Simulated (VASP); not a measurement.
Here is a VASP 6.6.1 calculation.

INCAR

```
  PREC = Accurate
  ENCUT = 520
  EDIFF = 1E-6
  ISMEAR = -1
  SIGMA = 0.05
  LREAL = F
  LASPH = T
  NELM = 150
  ALGO = Normal
  ISIF = 2
  LWAVE = F
  LCHARG = T
  ISPIN = 2
  MAGMOM = 2 0
  LORBIT = 11
  LMAXMIX = 4
  GGA = RE
  IVDW = 12
  LELF = T
  LVHAR = T
  NBANDS = 18
```

File KPOINTS:

```
regular mesh
0
Gamma
  11 11 11
```

POSCAR

```
CoO
1.0
    0.0000000000      2.1281320978      2.1281320978
    2.1281320978      0.0000000000      2.1281320978
    2.1281320978      2.1281320978      0.0000000000
Co O
1 1
Direct
    0.0000000000      0.0000000000      0.0000000000
    0.5000000000      0.5000000000      0.5000000000
```

Potentials or basis: VASP PAW PBE potentials, release 64 (Co, O).

Launch:

```console
$ cat potpaw_PBE.64/Co/POTCAR potpaw_PBE.64/O/POTCAR > POTCAR
$ mpirun -np 1 vasp_std > vasp.out
```

What does it give for the net moment?

2.91 μB per cell.

Estimate the pressure.

-0.4 GPa.

Predict the dispersion energy per atom.

-0.507 eV.

Caveat: the PAW data sets were made with another functional, which shifts forces and pressure a little; a cell with one magnetic atom can't hold antiferromagnetic order, which such compounds often take; pairwise dispersion overbinds metals, which lowers pressure and volume.
